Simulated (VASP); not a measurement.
# ZnS (F-43m) in VASP: further runs

Runs on ZnS. Level: PBE. Tasks: single point.

Program: VASP 6.6.1. These are calculated values, not measurements. Logs are shortened: lines on timing, memory, paths and dates and some standing lists are left out, and cuts for length are marked.

## Step 1: The cell of the first run

It takes space group F-43m (No. 216, cubic). The conventional cell has a = 5.332 Å, b = 5.332 Å, c = 5.332 Å, α = 90.00°, β = 90.00°, γ = 90.00°. Zn (site symmetry -43m) has 4 S at 2.31 Å within 3.1 Å. Within 3.1 Å of S (site symmetry -43m) lie 4 Zn at 2.31 Å.

## Step 2: Single point, PBE (volume changed by -6%)

INCAR reads:

```
  PREC = Accurate
  ENCUT = 520
  EDIFF = 1E-6
  ISMEAR = 0
  SIGMA = 0.01
  LREAL = False
  LASPH = True
  NELM = 80
  ALGO = Normal
  ISIF = 2
  LWAVE = False
  LCHARG = True
  GGA = PE
  LELF = True
  LVHAR = True
  NBANDS = 16
```

KPOINTS reads:

```
Automatic mesh
0
Gamma
  6 6 6
```

POSCAR reads:

```
ZnS
1.0
    0.0000000000      2.6659426727      2.6659426727
    2.6659426727      0.0000000000      2.6659426727
    2.6659426727      2.6659426727      0.0000000000
Zn S
1 1
Direct
    0.2500000000      0.2500000000      0.2500000000
    0.0000000000      0.0000000000      0.0000000000
```

Potentials or basis: VASP PAW PBE potentials, release 64 (Zn, S).

Launch:

```bash
$ cat potpaw_PBE.64/Zn/POTCAR potpaw_PBE.64/S/POTCAR > POTCAR
$ mpirun -np 1 vasp_std > vasp.out
```

OUTCAR:

```text
PREC = Accurate
   ENCUT = 520
   EDIFF = 1E-6
   ISMEAR = 0
   LREAL = False
   LASPH = True
   NELM = 80
   ISIF = 2
   GGA = PE

 ion  position               nearest neighbor table
   1  0.250  0.250  0.250-   2 2.31   2 2.31   2 2.31   2 2.31
   2  0.000  0.000  0.000-   1 2.31   1 2.31   1 2.31   1 2.31

  LATTYP: Found a face centered cubic cell.
 ALAT       =     5.3318853454

  Lattice vectors:

 A1 = (   0.0000000000,   2.6659426727,   2.6659426727)
 A2 = (   2.6659426727,   0.0000000000,   2.6659426727)
 A3 = (   2.6659426727,   2.6659426727,   0.0000000000)

Analysis of symmetry for initial positions (statically):
=====================================================================
 Subroutine PRICEL returns:
 Original cell was already a primitive cell.

 Routine SETGRP: Setting up the symmetry group for a
 face centered cubic supercell.

 Subroutine GETGRP returns: Found 24 space group operations
 (whereof 24 operations were pure point group operations)
 out of a pool of 48 trial point group operations.

The static configuration has the point symmetry T_d .

Analysis of symmetry for dynamics (positions and initial velocities):
=====================================================================
 Subroutine PRICEL returns:
 Original cell was already a primitive cell.

 Routine SETGRP: Setting up the symmetry group for a
 face centered cubic supercell.

 Subroutine GETGRP returns: Found 24 space group operations
 (whereof 24 operations were pure point group operations)
 out of a pool of 48 trial point group operations.

The dynamic configuration has the point symmetry T_d .

 Subroutine INISYM returns: Found 24 space group operations
 (whereof 24 operations are pure point group operations),
 and found     1 'primitive' translations

----------------------------------------------------------------------------------------

                                     Primitive cell

  volume of cell :      37.8950

  direct lattice vectors                    reciprocal lattice vectors
     0.000000000  2.665942673  2.665942673    -0.187550920  0.187550920  0.187550920
     2.665942673  0.000000000  2.665942673     0.187550920 -0.187550920  0.187550920
     2.665942673  2.665942673  0.000000000     0.187550920  0.187550920 -0.187550920

  length of vectors
     3.770212284  3.770212284  3.770212284     0.324847722  0.324847722  0.324847722

  position of ions in fractional coordinates (direct lattice)
     0.250000000  0.250000000  0.250000000
     0.000000000  0.000000000  0.000000000

  ion indices of the primitive-cell ions
   primitive index   ion index
                 1           1
                 2           2

----------------------------------------------------------------------------------------

 KPOINTS: Automatic mesh

Automatic generation of k-mesh.
 Grid dimensions read from file:
 generate k-points for:    6    6    6

 Generating k-lattice:

  Cartesian coordinates                     Fractional coordinates (reciprocal lattice)
    -0.031258487  0.031258487  0.031258487     0.166666667  0.000000000  0.000000000
     0.031258487 -0.031258487  0.031258487     0.000000000  0.166666667  0.000000000
     0.031258487  0.031258487 -0.031258487     0.000000000  0.000000000  0.166666667

  Length of vectors
     0.054141287  0.054141287  0.054141287

  Shift w.r.t. Gamma in fractional coordinates (k-lattice)
     0.000000000  0.000000000  0.000000000

 Subroutine IBZKPT returns following result:
 ===========================================

 Found     16 irreducible k-points:

 Following reciprocal coordinates:
            Coordinates               Weight
  0.000000  0.000000  0.000000      1.000000
  0.166667  0.000000  0.000000      8.000000
  0.333333  0.000000  0.000000      8.000000
  0.500000  0.000000  0.000000      4.000000
  0.166667  0.166667  0.000000      6.000000
  0.333333  0.166667  0.000000     24.000000
[... 8 lines left out ...]
 -0.333333  0.333333  0.166667     24.000000
 -0.333333  0.500000  0.166667     12.000000
   k-points           NKPTS =     16   k-points in BZ     NKDIM =     16   number of bands    NBANDS=     16
   number of dos      NEDOS =    301   number of ions     NIONS =      2
   total plane-waves  NPLWV =  21952
   dimension x,y,z NGX =    28 NGY =   28 NGZ =   28
   dimension x,y,z NGXF=    56 NGYF=   56 NGZF=   56
   ions per type =               1   1
   NGX,Y,Z   is equivalent  to a cutoff of  12.35, 12.35, 12.35 a.u.
   NGXF,Y,Z  is equivalent  to a cutoff of  24.69, 24.69, 24.69 a.u.
 SYSTEM =  unknown system
   PREC   = accura    normal or accurate (medium, high low for compatibility)
   ISTART =      0    job   : 0-new  1-cont  2-samecut
   ICHARG =      2    charge: 1-file 2-atom 10-const
   ISPIN  =      1    spin polarized calculation?
   LNONCOLLINEAR =      F non collinear calculations
   LSORBIT =      F    spin-orbit coupling
   LASPH  =      T    aspherical Exc in radial PAW
   ENCUT  =  520.0 eV  38.22 Ry    6.18 a.u.   7.01  7.01  7.01*2*pi/ulx,y,z
   NELM   =     80;   NELMIN=  2; NELMDL= -5     # of ELM steps
   EDIFF  = 0.1E-05   stopping-criterion for ELM
   LREAL  =      F    real-space projection
   EDIFFG = 0.1E-04   stopping-criterion for IOM
   NSW    =      0    number of steps for IOM
   IBRION =     -1    ionic relax: 0-MD 1-quasi-New 2-CG
   NFREE  =      0    steps in history (QN), initial steepest desc. (CG)
   ISIF   =      2    stress and relaxation
   ISYM   =      2    0-nonsym 1-usesym 2-fastsym
   POTIM  = 0.5000    time-step for ionic-motion
   TEBEG  =    0.0;   TEEND  =   0.0 temperature during run
   PSTRESS=    0.0 pullay stress
   NELECT =      18.0000    total number of electrons
   NUPDOWN=      -1.0000    fix difference up-down
   EMIN   =  10.00;   EMAX   =-10.00  energy-range for DOS
   EFERMI =   0.00;   METHOD = LEGACY
   ISMEAR =     0;   SIGMA  =   0.01  broadening in eV -4-tet -1-fermi 0-gaus
   EFERMI_NEDOS =   21; number of points for ismear=-14 and -15
   IALGO  =     38    algorithm
   IMIX   =      4    mixing-type and parameters
     AMIX     =   0.40;   BMIX     =  1.00
     AMIX_MAG =   1.60;   BMIX_MAG =  1.00
  volume/ion in A,a.u.               =      18.95       127.86
  Fermi-wavevector in a.u.,A,eV,Ry     =   1.277335  2.413813 22.199063  1.631585
  Thomas-Fermi vector in A             =   2.409941
   LORBIT       =      0    0 simple, 1 ext, 2 COOP (PROOUT), +10 PAW based schemes
   GGA     = PE    functional components
   LHFCALC =     F    Hartree Fock is set to
   AEXX    =    0.0000 exact exchange contribution
   IVDW    =     0    specifies the selected vdW correction
   LEPSILON=     F    determine dielectric tensor
   LRPA    =     F    only Hartree local field effects (RPA)
 non-spin polarized calculation
 Gauss-broadening in eV      SIGMA  =   0.01
  energy-cutoff  :      520.00
  volume of cell :       37.90
 maximum number of plane-waves:      1034
   NGX = 13   NGY = 13   NGZ = 13

 number of electron      18.0000019 magnetization

 Free energy of the ion-electron system (eV)
  ---------------------------------------------------
  ext. energy  EPLUGINS =         0.00000000
  ---------------------------------------------------
  free energy    TOTEN  =        -6.81071021 eV

  energy without entropy =       -6.81071021  energy(sigma->0) =       -6.81071021

 E-fermi :   2.5902     XC(G=0):  -9.8203

 val. band max:        2.4948761508   @ k =   0.0000   0.0000   0.0000
 cond. band min:       4.7870061104   @ k =   0.0000   0.0000   0.0000
 fundamental gap:      2.2921299595
 Fermi energy:         2.5902021888

 k-point     1 :       0.0000    0.0000    0.0000
  band No.  band energies     occupation
      1     -10.9352      2.00000
      2      -4.0159      2.00000
      3      -4.0159      2.00000
      4      -4.0159      2.00000
      5      -3.4688      2.00000
      6      -3.4688      2.00000
[... 8 lines left out ...]
     15      14.3014      0.00000
     16      14.5914      0.00000

 k-point     2 :       0.1667    0.0000    0.0000
  band No.  band energies     occupation
      1     -10.7179      2.00000
      2      -4.0148      2.00000
      3      -3.9775      2.00000
      4      -3.9775      2.00000
      5      -3.4711      2.00000
      6      -3.4711      2.00000
[... 8 lines left out ...]
     15      13.4930      0.00000
     16      15.3541      0.00000

 k-point     3 :       0.3333    0.0000    0.0000
  band No.  band energies     occupation
      1     -10.2217      2.00000
      2      -3.9138      2.00000
      3      -3.9138      2.00000
      4      -3.8669      2.00000
      5      -3.4558      2.00000
      6      -3.4558      2.00000
[... 8 lines left out ...]
     15      14.1378      0.00000
     16      14.4813      0.00000

 k-point     4 :       0.5000    0.0000    0.0000
  band No.  band energies     occupation
      1      -9.9317      2.00000
      2      -3.8912      2.00000
      3      -3.8912      2.00000
      4      -3.4351      2.00000
      5      -3.4351      2.00000
      6      -3.2590      2.00000
[... 8 lines left out ...]
     15      16.0045      0.00000
     16      16.0045      0.00000
[... 172 lines left out ...]
 k-point    14 :       0.5000    0.3333    0.1667
  band No.  band energies     occupation
      1      -9.8761      2.00000
      2      -3.9339      2.00000
      3      -3.8234      2.00000
      4      -3.7017      2.00000
      5      -3.4454      2.00000
      6      -3.3917      2.00000
[... 8 lines left out ...]
     15      16.6574      0.00000
     16      17.2782      0.00000

 k-point    15 :      -0.3333    0.3333    0.1667
  band No.  band energies     occupation
      1      -9.6783      2.00000
      2      -3.8811      2.00000
      3      -3.7773      2.00000
      4      -3.5310      2.00000
      5      -3.4833      2.00000
      6      -3.1315      2.00000
[... 8 lines left out ...]
     15      16.4411      0.00000
     16      17.1195      0.00000

 k-point    16 :      -0.3333    0.5000    0.1667
  band No.  band energies     occupation
      1      -9.5879      2.00000
      2      -3.9380      2.00000
      3      -3.6928      2.00000
      4      -3.6025      2.00000
      5      -3.4446      2.00000
      6      -3.0803      2.00000
[... 8 lines left out ...]
     15      16.5442      0.00000
     16      17.5709      0.00000

------------------------ aborting loop because EDIFF is reached ----------------------------------------

  FORCE on cell =-STRESS in cart. coord.  units (eV):
  Direction    XX          YY          ZZ          XY          YZ          ZX
  --------------------------------------------------------------------------------------
  -------------------------------------------------------------------------------------
  Total        1.2097699      1.2097699      1.2097699     -0.0000000      0.0000000      0.0000000
  in kB       51.1482696     51.1482696     51.1482696     -0.0000000      0.0000000      0.0000000
  external PRESSURE =      51.1482696 kB  Pullay stress =       0.0000000 kB

 VOLUME and BASIS-vectors are now :
 -----------------------------------------------------------------------------
  energy-cutoff  :      520.00
  volume of cell :       37.90
      direct lattice vectors                 reciprocal lattice vectors
     0.000000000  2.665942673  2.665942673    -0.187550920  0.187550920  0.187550920
     2.665942673  0.000000000  2.665942673     0.187550920 -0.187550920  0.187550920
     2.665942673  2.665942673  0.000000000     0.187550920  0.187550920 -0.187550920

 POSITION                                       TOTAL-FORCE (eV/Angst)
 -----------------------------------------------------------------------------------
      1.33297      1.33297      1.33297        -0.000000      0.000000     -0.000000
      0.00000      0.00000      0.00000         0.000000     -0.000000      0.000000
 -----------------------------------------------------------------------------------
    total drift:                               -0.000002     -0.000002     -0.000002

  FREE ENERGIE OF THE ION-ELECTRON SYSTEM (eV)
  ---------------------------------------------------
  free  energy   TOTEN  =        -6.8107102074 eV

  energy  without entropy=       -6.8107102074  energy(sigma->0) =       -6.81071021
```

Run time: 8.5 s. Hardware: 1 thread of Intel Xeon Platinum 8259CL at 2.50GHz (Skylake/Cascade Lake), shared host; peak memory 0.15 GiB.

What came out:

- Free energy: -6.8107 eV
- Pressure: 5.1 GPa
- Band gap on the k mesh: 2.29 eV, direct

## Step 3: Single point, PBE (volume changed by -3%)

INCAR reads:

```
PREC = Accurate ; ENCUT = 520
EDIFF = 1E-6 ; ISMEAR = 0
SIGMA = 0.01 ; LREAL = False
LASPH = True ; NELM = 80
ALGO = Normal ; ISIF = 2
LWAVE = False ; LCHARG = False
GGA = PE ; NBANDS = 16
```

KPOINTS reads:

```
regular mesh
0
Gamma
  6 6 6
```

POSCAR reads:

```
ZnS
1.0
    0.0000000000      2.6940072895      2.6940072895
    2.6940072895      0.0000000000      2.6940072895
    2.6940072895      2.6940072895      0.0000000000
Zn S
1 1
Direct
    0.2500000000      0.2500000000      0.2500000000
    0.0000000000      0.0000000000      0.0000000000
```

Potentials or basis: VASP PAW PBE potentials, release 64 (Zn, S).

Launch:

```bash
$ cat potpaw_PBE.64/Zn/POTCAR potpaw_PBE.64/S/POTCAR > POTCAR
$ mpirun -np 1 vasp_std > vasp.out
```

OUTCAR:

```text
PREC = Accurate
   ENCUT = 520
   EDIFF = 1E-6
   ISMEAR = 0
   LREAL = False
   LASPH = True
   NELM = 80
   ISIF = 2
   GGA = PE

 ion  position               nearest neighbor table
   1  0.250  0.250  0.250-   2 2.33   2 2.33   2 2.33   2 2.33
   2  0.000  0.000  0.000-   1 2.33   1 2.33   1 2.33   1 2.33

  LATTYP: Found a face centered cubic cell.
 ALAT       =     5.3880145790

  Lattice vectors:

 A1 = (   0.0000000000,   2.6940072895,   2.6940072895)
 A2 = (   2.6940072895,   0.0000000000,   2.6940072895)
 A3 = (   2.6940072895,   2.6940072895,   0.0000000000)

Analysis of symmetry for initial positions (statically):
=====================================================================
 Subroutine PRICEL returns:
 Original cell was already a primitive cell.

 Routine SETGRP: Setting up the symmetry group for a
 face centered cubic supercell.

 Subroutine GETGRP returns: Found 24 space group operations
 (whereof 24 operations were pure point group operations)
 out of a pool of 48 trial point group operations.

The static configuration has the point symmetry T_d .

[... 149 lines left out ...]
  energy without entropy =       -6.83953035  energy(sigma->0) =       -6.83953035

 E-fermi :   2.2376     XC(G=0):  -9.6712

 val. band max:        2.1924384845   @ k =   0.0000   0.0000   0.0000
 cond. band min:       4.3448913178   @ k =   0.0000   0.0000   0.0000
 fundamental gap:      2.1524528333
 Fermi energy:         2.2376307743

 k-point     1 :       0.0000    0.0000    0.0000
  band No.  band energies     occupation
      1     -11.0101      2.00000
      2      -4.1843      2.00000
      3      -4.1842      2.00000
      4      -4.1842      2.00000
      5      -3.6757      2.00000
      6      -3.6757      2.00000
[... 281 lines left out ...]
      3      -3.8840      2.00000
      4      -3.7956      2.00000
      5      -3.6524      2.00000
      6      -3.3140      2.00000
[... 8 lines left out ...]
     15      16.1321      0.00000
     16      17.0964      0.00000

------------------------ aborting loop because EDIFF is reached ----------------------------------------

  FORCE on cell =-STRESS in cart. coord.  units (eV):
  Direction    XX          YY          ZZ          XY          YZ          ZX
  --------------------------------------------------------------------------------------
  -------------------------------------------------------------------------------------
  Total        0.6057412      0.6057412      0.6057412      0.0000000      0.0000000      0.0000000
  in kB       24.8182646     24.8182646     24.8182646      0.0000000      0.0000000      0.0000000
  external PRESSURE =      24.8182646 kB  Pullay stress =       0.0000000 kB

 VOLUME and BASIS-vectors are now :
 -----------------------------------------------------------------------------
  energy-cutoff  :      520.00
  volume of cell :       39.10
      direct lattice vectors                 reciprocal lattice vectors
     0.000000000  2.694007290  2.694007290    -0.185597122  0.185597122  0.185597122
     2.694007290  0.000000000  2.694007290     0.185597122 -0.185597122  0.185597122
     2.694007290  2.694007290  0.000000000     0.185597122  0.185597122 -0.185597122

 POSITION                                       TOTAL-FORCE (eV/Angst)
 -----------------------------------------------------------------------------------
      1.34700      1.34700      1.34700        -0.000000     -0.000000     -0.000000
      0.00000      0.00000      0.00000         0.000000      0.000000      0.000000
 -----------------------------------------------------------------------------------
    total drift:                               -0.000001     -0.000001     -0.000001

  FREE ENERGIE OF THE ION-ELECTRON SYSTEM (eV)
  ---------------------------------------------------
  free  energy   TOTEN  =        -6.8395303509 eV

  energy  without entropy=       -6.8395303509  energy(sigma->0) =       -6.83953035
```

It took 8.6 s on 1 thread of Intel Xeon Platinum 8259CL at 2.50GHz (Skylake/Cascade Lake), shared host; peak memory 0.15 GiB.

What came out:

| Property | Result |
| --- | --- |
| Free energy | -6.8395 eV |
| Pressure | 2.5 GPa |
| Band gap on the k mesh | 2.15 eV, direct |

Levels at points of the mesh, in eV from the valence-band top:
```
           k point  band 6  band 7  band 8  band 9  band 10  band 11  band 12  band 13
(0.00, 0.00, 0.00)   -5.87    0.00    0.00    0.00     2.15     6.39     6.39     6.39
(0.50, 0.00, 0.00)   -5.66   -5.35   -0.88   -0.88     3.33     6.92     6.92     8.91
(0.50, 0.50, 0.00)   -5.65   -4.59   -2.25   -2.25     3.38     4.07    11.04    12.03
```
